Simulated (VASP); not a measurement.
# H (P6_3/mmc) in VASP: notebook

The runs below take H through electric field gradients, with PBE.

All numbers are computed with VASP 6.6.1; they aren't measurements. Logs are shortened: lines on timing, memory, paths and dates and some standing lists are left out, and cuts for length are marked.

### 1 The cell of the first run

The structure is hexagonal, space group P6_3/mmc (No. 194). Conventional cell: a = 1.974 Å, b = 1.974 Å, c = 3.171 Å, α = 90.00°, β = 90.00°, γ = 120.00°. H (site symmetry -6m2) has 12 H at 1.95 to 1.97 Å within 2.6 Å.

### 2 Electric field gradients, PBE (5.35 Å³/atom)

File INCAR:

```
PREC = Accurate
ENCUT = 400
EDIFF = 1E-8
ISMEAR = -1
SIGMA = 0.01
LREAL = False
LASPH = True
NELM = 120
ALGO = Normal
ISIF = 2
LWAVE = False
LCHARG = False
GGA = PE
LEFG = True
NBANDS = 8
GGA_COMPAT = False
```

File KPOINTS:

```
regular mesh
0
Gamma
  13 13 7
```

File POSCAR:

```
H
1.0
    1.9742154190      0.0000000000      0.0000000000
   -0.9871077095      1.7097207054      0.0000000000
    0.0000000000      0.0000000000      3.1714823542
H
2
Direct
    0.3333333333      0.6666666667      0.2500000000
    0.6666666667      0.3333333333      0.7500000000
```

Potentials or basis: VASP PAW PBE potentials, release 64 (H).

Run with:

```bash
$ cat potpaw_PBE.64/H/POTCAR > POTCAR
$ mpirun -np 1 vasp_std > vasp.out
```

OUTCAR:

```text
PREC = Accurate
   ENCUT = 400
   EDIFF = 1E-8
   ISMEAR = -1
   LREAL = False
   LASPH = True
   NELM = 120
   ISIF = 2
   GGA = PE

 ion  position               nearest neighbor table
   1  0.333  0.667  0.250-
   2  0.667  0.333  0.750-

  LATTYP: Found a hexagonal cell.
 ALAT       =     1.9742154190
 C/A-ratio  =     1.6064520233

  Lattice vectors:

 A1 = (   1.9742154190,   0.0000000000,   0.0000000000)
 A2 = (  -0.9871077095,   1.7097207054,   0.0000000000)
 A3 = (   0.0000000000,   0.0000000000,   3.1714823542)

Analysis of symmetry for initial positions (statically):
=====================================================================
 Subroutine PRICEL returns:
 Original cell was already a primitive cell.

 Routine SETGRP: Setting up the symmetry group for a
 hexagonal supercell.

 Subroutine GETGRP returns: Found 24 space group operations
 (whereof 12 operations were pure point group operations)
 out of a pool of 24 trial point group operations.

The static configuration has the point symmetry D_3d.
 The point group associated with its full space group is D_6h.

Analysis of symmetry for dynamics (positions and initial velocities):
=====================================================================
 Subroutine PRICEL returns:
 Original cell was already a primitive cell.

 Routine SETGRP: Setting up the symmetry group for a
 hexagonal supercell.

 Subroutine GETGRP returns: Found 24 space group operations
 (whereof 12 operations were pure point group operations)
 out of a pool of 24 trial point group operations.

The dynamic configuration has the point symmetry D_3d.
 The point group associated with its full space group is D_6h.

 Subroutine INISYM returns: Found 24 space group operations
 (whereof 12 operations are pure point group operations),
 and found     1 'primitive' translations

----------------------------------------------------------------------------------------

                                     Primitive cell

  volume of cell :      10.7049

  direct lattice vectors                    reciprocal lattice vectors
     1.974215419  0.000000000  0.000000000     0.506530336  0.292445426  0.000000000
    -0.987107710  1.709720705  0.000000000     0.000000000  0.584890852  0.000000000
     0.000000000  0.000000000  3.171482354     0.000000000  0.000000000  0.315309968

  length of vectors
     1.974215419  1.974215419  3.171482354     0.584890852  0.584890852  0.315309968

  position of ions in fractional coordinates (direct lattice)
     0.333333333  0.666666667  0.250000000
     0.666666667  0.333333333  0.750000000

  ion indices of the primitive-cell ions
   primitive index   ion index
                 1           1
                 2           2

----------------------------------------------------------------------------------------

 KPOINTS: regular mesh

Automatic generation of k-mesh.
 Grid dimensions read from file:
 generate k-points for:   13   13    7

 Generating k-lattice:

  Cartesian coordinates                     Fractional coordinates (reciprocal lattice)
     0.038963872  0.022495802  0.000000000     0.076923077 -0.000000000  0.000000000
     0.000000000  0.044991604  0.000000000     0.000000000  0.076923077  0.000000000
     0.000000000  0.000000000  0.045044281     0.000000000  0.000000000  0.142857143

  Length of vectors
     0.044991604  0.044991604  0.045044281

  Shift w.r.t. Gamma in fractional coordinates (k-lattice)
     0.000000000  0.000000000  0.000000000

 Subroutine IBZKPT returns following result:
 ===========================================

 Found     84 irreducible k-points:

 Following reciprocal coordinates:
            Coordinates               Weight
  0.000000  0.000000  0.000000      1.000000
  0.076923 -0.000000  0.000000      6.000000
  0.153846 -0.000000  0.000000      6.000000
  0.230769 -0.000000  0.000000      6.000000
  0.307692 -0.000000  0.000000      6.000000
  0.384615  0.000000  0.000000      6.000000
[... 16 lines left out ...]
  0.076923 -0.000000  0.142857     12.000000
  0.153846 -0.000000  0.142857     12.000000
 [... further k-points ...]
   k-points           NKPTS =     84   k-points in BZ     NKDIM =     84   number of bands    NBANDS=      8
   number of dos      NEDOS =    301   number of ions     NIONS =      2
   total plane-waves  NPLWV =   4704
   dimension x,y,z NGX =    14 NGY =   14 NGZ =   24
   dimension x,y,z NGXF=    28 NGYF=   28 NGZF=   48
   ions per type =               2
   NGX,Y,Z   is equivalent  to a cutoff of  11.79, 11.79, 12.58 a.u.
   NGXF,Y,Z  is equivalent  to a cutoff of  23.58, 23.58, 25.16 a.u.
 SYSTEM =  unknown system
   PREC   = accura    normal or accurate (medium, high low for compatibility)
   ISTART =      0    job   : 0-new  1-cont  2-samecut
   ICHARG =      2    charge: 1-file 2-atom 10-const
   ISPIN  =      1    spin polarized calculation?
   LNONCOLLINEAR =      F non collinear calculations
   LSORBIT =      F    spin-orbit coupling
   LASPH  =      T    aspherical Exc in radial PAW
   ENCUT  =  400.0 eV  29.40 Ry    5.42 a.u.   3.22  3.22  5.17*2*pi/ulx,y,z
   NELM   =    120;   NELMIN=  2; NELMDL= -5     # of ELM steps
   EDIFF  = 0.1E-07   stopping-criterion for ELM
   LREAL  =      F    real-space projection
   EDIFFG = 0.1E-06   stopping-criterion for IOM
   NSW    =      0    number of steps for IOM
   IBRION =     -1    ionic relax: 0-MD 1-quasi-New 2-CG
   NFREE  =      0    steps in history (QN), initial steepest desc. (CG)
   ISIF   =      2    stress and relaxation
   ISYM   =      2    0-nonsym 1-usesym 2-fastsym
   POTIM  = 0.5000    time-step for ionic-motion
   TEBEG  =    0.0;   TEEND  =   0.0 temperature during run
   PSTRESS=    0.0 pullay stress
   NELECT =       2.0000    total number of electrons
   NUPDOWN=      -1.0000    fix difference up-down
   EMIN   =  10.00;   EMAX   =-10.00  energy-range for DOS
   EFERMI =   0.00;   METHOD = LEGACY
   ISMEAR =    -1;   SIGMA  =   0.01  broadening in eV -4-tet -1-fermi 0-gaus
   EFERMI_NEDOS =   21; number of points for ismear=-14 and -15
   IALGO  =     38    algorithm
   IMIX   =      4    mixing-type and parameters
     AMIX     =   0.40;   BMIX     =  1.00
     AMIX_MAG =   1.60;   BMIX_MAG =  1.00
  volume/ion in A,a.u.               =       5.35        36.12
  Fermi-wavevector in a.u.,A,eV,Ry     =   0.935889  1.768573 11.917173  0.875887
  Thomas-Fermi vector in A             =   2.062842
   LORBIT       =      0    0 simple, 1 ext, 2 COOP (PROOUT), +10 PAW based schemes
   GGA     = PE    functional components
   LHFCALC =     F    Hartree Fock is set to
   AEXX    =    0.0000 exact exchange contribution
   IVDW    =     0    specifies the selected vdW correction
   LEPSILON=     F    determine dielectric tensor
   LRPA    =     F    only Hartree local field effects (RPA)
 non-spin polarized calculation
  energy-cutoff  :      400.00
  volume of cell :       10.70
 maximum number of plane-waves:       214
 NGX is ok and might be reduce to    14
   NGX =  7   NGY =  7   NGZ = 11

 number of electron       2.0000000 magnetization

 Free energy of the ion-electron system (eV)
  ---------------------------------------------------
  ext. energy  EPLUGINS =         0.00000000
  ---------------------------------------------------
  free energy    TOTEN  =        -3.74745542 eV

  energy without entropy =       -3.74699939  energy(sigma->0) =       -3.74722740

 E-fermi :  -0.9550     XC(G=0):  -9.1002

 val. band max:       -0.9628502447   @ k =   0.0769   0.0769   0.1429
 cond. band min:      -0.9530964190   @ k =   0.2308   0.0769   0.2857
 fundamental gap:      0.0097538256
 Fermi energy:        -0.9550300385

 k-point     1 :       0.0000    0.0000    0.0000
  band No.  band energies     occupation
      1     -11.3424      2.00000
      2      -0.2113      0.00000
      3       7.4453      0.00000
      4      34.1256      0.00000
      5      34.5228      0.00000
      6      41.3187      0.00000
      7      41.3187      0.00000
      8      43.2887      0.00000

 k-point     2 :       0.0769   -0.0000    0.0000
  band No.  band energies     occupation
      1     -11.0533      2.00000
      2       0.0347      0.00000
      3       7.7487      0.00000
      4      31.3079      0.00000
      5      32.6937      0.00000
      6      38.6211      0.00000
      7      40.5230      0.00000
      8      45.6406      0.00000

 k-point     3 :       0.1538   -0.0000    0.0000
  band No.  band energies     occupation
      1     -10.1910      2.00000
      2       0.7511      0.00000
      3       8.6587      0.00000
      4      25.6220      0.00000
      5      29.8910      0.00000
      6      35.6791      0.00000
      7      38.6795      0.00000
      8      43.9329      0.00000

 k-point     4 :       0.2308   -0.0000    0.0000
  band No.  band energies     occupation
      1      -8.7683      2.00000
      2       1.8600      0.00000
      3      10.1749      0.00000
      4      20.0231      0.00000
      5      26.7486      0.00000
      6      33.2862      0.00000
      7      35.3547      0.00000
      8      37.7572      0.00000

 k-point     5 :       0.3077   -0.0000    0.0000
  band No.  band energies     occupation
      1      -6.8096      2.00000
      2       3.0991      0.00000
      3      12.2951      0.00000
      4      15.1882      0.00000
      5      23.3712      0.00000
      6      31.4818      0.00000
      7      32.0488      0.00000
      8      32.3226      0.00000
[... 177 lines left out ...]
 k-point    22 :       0.0000    0.0000    0.1429
  band No.  band energies     occupation
      1     -11.0515      2.00000
      2      -1.7351      2.00000
      3       9.5239      0.00000
      4      33.0811      0.00000
      5      34.7714      0.00000
      6      41.6054      0.00000
      7      41.6054      0.00000
      8      43.5559      0.00000

 k-point    23 :       0.0769   -0.0000    0.1429
  band No.  band energies     occupation
      1     -10.7648      2.00000
      2      -1.4764      2.00000
      3       9.8062      0.00000
      4      31.3218      0.00000
      5      32.2836      0.00000
      6      38.9171      0.00000
      7      39.7612      0.00000
      8      44.2057      0.00000

 k-point    24 :       0.1538   -0.0000    0.1429
  band No.  band energies     occupation
      1      -9.9034      2.00000
      2      -0.7103      0.00000
      3      10.6398      0.00000
      4      25.8870      0.00000
      5      29.5102      0.00000
      6      35.9796      0.00000
      7      37.5894      0.00000
      8      41.4182      0.00000

 [... further k-points ...]

------------------------ aborting loop because EDIFF is reached ----------------------------------------

  FORCE on cell =-STRESS in cart. coord.  units (eV):
  Direction    XX          YY          ZZ          XY          YZ          ZX
  --------------------------------------------------------------------------------------
  -------------------------------------------------------------------------------------
  Total       -1.5859072     -1.5859072     -1.8130923      0.0000000     -0.0000000      0.0000000
  in kB     -237.3593462   -237.3593462   -271.3616634      0.0000000     -0.0000000      0.0000000
  external PRESSURE =    -248.6934520 kB  Pullay stress =       0.0000000 kB

 VOLUME and BASIS-vectors are now :
 -----------------------------------------------------------------------------
  energy-cutoff  :      400.00
  volume of cell :       10.70
      direct lattice vectors                 reciprocal lattice vectors
     1.974215419  0.000000000  0.000000000     0.506530336  0.292445426  0.000000000
    -0.987107710  1.709720705  0.000000000     0.000000000  0.584890852  0.000000000
     0.000000000  0.000000000  3.171482354     0.000000000  0.000000000  0.315309968

 POSITION                                       TOTAL-FORCE (eV/Angst)
 -----------------------------------------------------------------------------------
     -0.00000      1.13981      0.79287        -0.000000      0.000000      0.000000
      0.98711      0.56991      2.37861         0.000000     -0.000000      0.000000
 -----------------------------------------------------------------------------------
    total drift:                               -0.000000      0.000000     -0.000000

  FREE ENERGIE OF THE ION-ELECTRON SYSTEM (eV)
  ---------------------------------------------------
  free  energy   TOTEN  =        -3.7474554151 eV

  energy  without entropy=       -3.7469993948  energy(sigma->0) =       -3.74722740

 Electric field gradients (V/A^2)
---------------------------------------------------------------------
 ion       V_xx      V_yy      V_zz      V_xy      V_xz      V_yz
---------------------------------------------------------------------
   1       0.033     0.032    -0.065    -0.000     0.000    -0.000
   2       0.033     0.032    -0.065    -0.000    -0.000     0.000
---------------------------------------------------------------------

 Electric field gradients after diagonalization (V/A^2)
 (convention: |V_zz| > |V_xx| > |V_yy|)
----------------------------------------------------------------------
 ion       V_xx      V_yy      V_zz     asymmetry (V_yy - V_xx)/ V_zz
----------------------------------------------------------------------
   1       0.033     0.032    -0.065       0.018
   2       0.033     0.032    -0.065       0.018
----------------------------------------------------------------------

           NMR quadrupolar parameters

 Cq : quadrupolar parameter    Cq=e*Q*V_zz/h
 eta: asymmetry parameters     (V_yy - V_xx)/ V_zz
 Q  : nuclear electric quadrupole moment in mb (millibarn)
----------------------------------------------------------------------
 ion       Cq(MHz)       eta       Q (mb)
----------------------------------------------------------------------
   1      -0.000       0.018       1.000
   2      -0.000       0.018       1.000
----------------------------------------------------------------------
```

Run time: 3.2 s. Hardware: 1 thread of Intel Xeon Platinum 8488C (Sapphire Rapids), shared host; peak memory 0.1 GiB.

What came out:

* Free energy: -3.7475 eV
* Pressure: -24.9 GPa
* Band gap on the k mesh: zero (bands 1 and 2 overlap by 9.17 eV)
* Largest electric field gradient by atom: H -0.07 V/Å²

Caveat: the cell stands under tension; without QUAD_EFG the Cq values of the log hold for a quadrupole moment of 1 mb, not for the nuclei.

(Continued in part 2 of 3.)
